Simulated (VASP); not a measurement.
# PbSe (Fm-3m) in VASP: notebook

The runs below take PbSe through single point, with PBE-based screened hybrid with 15 % exact exchange, HSE06.

Program: VASP 6.6.1. These are calculated values, not measurements. Logs are shortened: lines on timing, memory, paths and dates and some standing lists are left out, and cuts for length are marked.

## (1) The cell of the first run

Symmetry: Fm-3m, No. 225, cubic system. The conventional cell has a = 6.139 Å, b = 6.139 Å, c = 6.139 Å, α = 90.00°, β = 90.00°, γ = 90.00°. Within 4.0 Å of Pb (site symmetry m-3m) lie 6 Se at 3.07 Å. Se (site symmetry m-3m) has 6 Pb at 3.07 Å within 4.0 Å.

## (2) Single point, PBE-based screened hybrid with 15 % exact exchange

Input file POSCAR:

```
PbSe
1.0
    0.0000000000      3.0696893648      3.0696893648
    3.0696893648      0.0000000000      3.0696893648
    3.0696893648      3.0696893648      0.0000000000
Pb Se
1 1
Direct
    0.0000000000      0.0000000000      0.0000000000
    0.5000000000      0.5000000000      0.5000000000
```

Input file INCAR.step1:

```
SYSTEM = PbSe
PREC     = Accurate       ! precision mode
ENCUT    = 520            ! plane-wave cutoff, eV
EDIFF    = 1E-5           ! SCF threshold, eV
ISMEAR   = 0              ! smearing method
SIGMA    = 0.01           ! smearing width, eV
LREAL    = .False.        ! projectors in reciprocal space
LASPH    = .True.         ! aspherical terms in the spheres
NELM     = 100            ! most SCF steps
ALGO     = Normal         ! electronic algorithm
ISIF     = 2              ! what is computed and relaxed
LWAVE    = .True.         ! write WAVECAR
LCHARG   = .False.        ! write CHGCAR
GGA      = PE             ! functional
NBANDS   = 17             ! bands
```

Input file INCAR.step2:

```
SYSTEM = PbSe
PREC     = Accurate       ! precision mode
ENCUT    = 520            ! plane-wave cutoff, eV
EDIFF    = 1E-7           ! SCF threshold, eV
ISMEAR   = 0              ! smearing method
SIGMA    = 0.01           ! smearing width, eV
LREAL    = .False.        ! projectors in reciprocal space
LASPH    = .True.         ! aspherical terms in the spheres
NELM     = 100            ! most SCF steps
ALGO     = Normal         ! electronic algorithm
ISIF     = 2              ! what is computed and relaxed
LWAVE    = .False.        ! write WAVECAR
LCHARG   = .False.        ! write CHGCAR
GGA      = PE             ! functional
LHFCALC  = .True.         ! exact exchange
AEXX     = 0.15           ! exact-exchange fraction
HFSCREEN = 0.5            ! screening, 1/A
PRECFOCK = Normal       
ISTART   = 1            
NBANDS   = 17             ! bands
```

Input file KPOINTS:

```
Automatic mesh
0
Gamma
  4 4 4
  0 0 0
```

Potentials or basis: VASP PAW PBE potentials, release 64 (Pb_d, Se).

On the command line:

```console
> cat potpaw_PBE.64/Pb_d/POTCAR potpaw_PBE.64/Se/POTCAR > POTCAR
> cp INCAR.step1 INCAR
> mpirun -np 1 vasp_std > vasp.out
> cp INCAR.step2 INCAR
> mpirun -np 1 vasp_std > vasp.out
```

OUTCAR:

```text
SYSTEM = PbSe
   PREC = Accurate
   ENCUT = 520
   EDIFF = 1E-7
   ISMEAR = 0
   LREAL = .False.
   LASPH = .True.
   NELM = 100
   ISIF = 2
   GGA = PE
   LHFCALC = .True.
   AEXX = 0.15
   HFSCREEN = 0.5
   PRECFOCK = Normal
   ISTART = 1

 ion  position               nearest neighbor table
   1  0.000  0.000  0.000-   2 3.07   2 3.07   2 3.07   2 3.07   2 3.07   2 3.07
   2  0.500  0.500  0.500-   1 3.07   1 3.07   1 3.07   1 3.07   1 3.07   1 3.07

  LATTYP: Found a face centered cubic cell.
 ALAT       =     6.1393787296

  Lattice vectors:

 A1 = (   0.0000000000,   3.0696893648,   3.0696893648)
 A2 = (   3.0696893648,   0.0000000000,   3.0696893648)
 A3 = (   3.0696893648,   3.0696893648,   0.0000000000)

Analysis of symmetry for initial positions (statically):
=====================================================================
 Subroutine PRICEL returns:
 Original cell was already a primitive cell.

 Routine SETGRP: Setting up the symmetry group for a
 face centered cubic supercell.

 Subroutine GETGRP returns: Found 48 space group operations
 (whereof 48 operations were pure point group operations)
 out of a pool of 48 trial point group operations.

The static configuration has the point symmetry O_h .

Analysis of symmetry for dynamics (positions and initial velocities):
=====================================================================
 Subroutine PRICEL returns:
 Original cell was already a primitive cell.

 Routine SETGRP: Setting up the symmetry group for a
 face centered cubic supercell.

 Subroutine GETGRP returns: Found 48 space group operations
 (whereof 48 operations were pure point group operations)
 out of a pool of 48 trial point group operations.

The dynamic configuration has the point symmetry O_h .

 Subroutine INISYM returns: Found 48 space group operations
 (whereof 48 operations are pure point group operations),
 and found     1 'primitive' translations

----------------------------------------------------------------------------------------

                                     Primitive cell

  volume of cell :      57.8513

  direct lattice vectors                    reciprocal lattice vectors
     0.000000000  3.069689365  3.069689365    -0.162882931  0.162882931  0.162882931
     3.069689365  0.000000000  3.069689365     0.162882931 -0.162882931  0.162882931
     3.069689365  3.069689365  0.000000000     0.162882931  0.162882931 -0.162882931

[... 72 lines left out ...]
   ISIF   =      2    stress and relaxation
   ISYM   =      3    0-nonsym 1-usesym 2-fastsym
   POTIM  = 0.5000    time-step for ionic-motion
   TEBEG  =    0.0;   TEEND  =   0.0 temperature during run
   PSTRESS=    0.0 pullay stress
   NELECT =      20.0000    total number of electrons
   NUPDOWN=      -1.0000    fix difference up-down
   EMIN   =  10.00;   EMAX   =-10.00  energy-range for DOS
   EFERMI =   0.00;   METHOD = LEGACY
   ISMEAR =     0;   SIGMA  =   0.01  broadening in eV -4-tet -1-fermi 0-gaus
   EFERMI_NEDOS =   21; number of points for ismear=-14 and -15
   IALGO  =     38    algorithm
   IMIX   =      1    mixing-type and parameters
     AMIX     =   0.40;   BMIX     =  1.00
     AMIX_MAG =   1.60;   BMIX_MAG =  1.00
  volume/ion in A,a.u.               =      28.93       195.20
  Fermi-wavevector in a.u.,A,eV,Ry     =   1.148983  2.171264 17.961904  1.320163
  Thomas-Fermi vector in A             =   2.285655
   LORBIT       =      0    0 simple, 1 ext, 2 COOP (PROOUT), +10 PAW based schemes
   GGA     = PE    functional components
   LHFCALC =     T    Hartree Fock is set to
   PRECFOCK=normal    Normal, Fast or Accurate (Low or Medium for compatibility)
   ENCUT4O =  -1.0   cutoff for four orbital integrals eV
   NKREDX  =     1    reduce k-point grid by
   NKREDY  =     1    reduce k-point grid by
   NKREDZ  =     1    reduce k-point grid by
   AEXX    =    0.1500 exact exchange contribution
   HFSCREEN=    0.5000 screening length (either q_TF or 0.3 A-1)
   HFSCREENC=   0.5000 screening length for correlation (either q_TF or 0.3 A-1)
   ENCUTFOCK=  -1.0 apply spherical cutoff to Coloumb kernel
   IVDW    =     0    specifies the selected vdW correction
   LEPSILON=     F    determine dielectric tensor
   LRPA    =     F    only Hartree local field effects (RPA)
 non-spin polarized calculation
 Gauss-broadening in eV      SIGMA  =   0.01
  energy-cutoff  :      520.00
  volume of cell :       57.85
 maximum number of plane-waves:      1588
  NGX = 28; NGY = 28; NGZ = 28

 number of electron      19.9999997 magnetization

 Free energy of the ion-electron system (eV)
  ---------------------------------------------------
  ext. energy  EPLUGINS =         0.00000000
  ---------------------------------------------------
  free energy    TOTEN  =        -8.62218056 eV

  energy without entropy =       -8.62218056  energy(sigma->0) =       -8.62218056

 E-fermi :   4.9475     XC(G=0):  -8.7746

 val. band max:        4.8766614705   @ k =   0.5000   0.0000   0.0000
 cond. band min:       5.2877656956   @ k =   0.5000   0.0000   0.0000
 fundamental gap:      0.4111042251
 Fermi energy:         4.9475109315

 k-point     1 :       0.0000    0.0000    0.0000
  band No.  band energies     occupation
      1     -12.7763      2.00000
      2     -12.7763      2.00000
      3     -12.7743      2.00000
      4     -12.7743      2.00000
      5     -12.7743      2.00000
      6      -9.2214      2.00000
[... 137 lines left out ...]
      4     -12.7625      2.00000
      5     -12.7321      2.00000
      6      -7.7497      2.00000
[... 9 lines left out ...]
     16      16.9193      0.00000
     17      17.7873      0.00000

------------------------ aborting loop because EDIFF is reached ----------------------------------------

  FORCE on cell =-STRESS in cart. coord.  units (eV):
  Direction    XX          YY          ZZ          XY          YZ          ZX
  --------------------------------------------------------------------------------------
  -------------------------------------------------------------------------------------
  Total        0.5198231      0.5198231      0.5198231     -0.0000000     -0.0000000      0.0000000
  in kB       14.3963671     14.3963671     14.3963671     -0.0000000     -0.0000000      0.0000000
  external PRESSURE =      14.3963671 kB  Pullay stress =       0.0000000 kB

 VOLUME and BASIS-vectors are now :
 -----------------------------------------------------------------------------
  energy-cutoff  :      520.00
  volume of cell :       57.85
      direct lattice vectors                 reciprocal lattice vectors
     0.000000000  3.069689365  3.069689365    -0.162882931  0.162882931  0.162882931
     3.069689365  0.000000000  3.069689365     0.162882931 -0.162882931  0.162882931
     3.069689365  3.069689365  0.000000000     0.162882931  0.162882931 -0.162882931

 POSITION                                       TOTAL-FORCE (eV/Angst)
 -----------------------------------------------------------------------------------
      0.00000      0.00000      0.00000        -0.000000      0.000000     -0.000000
      3.06969      3.06969      3.06969         0.000000     -0.000000      0.000000
 -----------------------------------------------------------------------------------
    total drift:                                0.000000      0.000000      0.000000

  FREE ENERGIE OF THE ION-ELECTRON SYSTEM (eV)
  ---------------------------------------------------
  free  energy   TOTEN  =        -8.6221805593 eV

  energy  without entropy=       -8.6221805593  energy(sigma->0) =       -8.62218056
```

Run time: 27 min. Hardware: 1 thread of Intel Xeon 8259CL, shared host; peak memory 0.31 GiB.

What came out:

| Property | Result |
| --- | --- |
| Free energy | -8.6222 eV |
| Pressure | 1.4 GPa |
| Band gap on the k mesh | 0.41 eV |

Levels at points of the mesh, in eV from the valence-band top:
```
           k point  band 7  band 8  band 9  band 10  band 11  band 12  band 13  band 14
(0.00, 0.00, 0.00)   -6.42   -1.95   -1.95    -1.95     4.90     4.90     4.90     6.69
(0.50, 0.00, 0.00)   -9.00   -1.55   -1.55     0.00     0.41     1.83     1.83     8.75
(0.50, 0.50, 0.00)   -7.52   -5.09   -3.32    -3.32     3.83     5.81     5.81     6.25
```

Caveat: the k points lie up to 0.44 Å⁻¹ apart; the PAW data sets were made with another functional, which shifts forces and pressure a little; spin-orbit coupling is left out, which moves the levels of the heavy elements. A k mesh can miss the band edges.

[end of part 1 of 2]
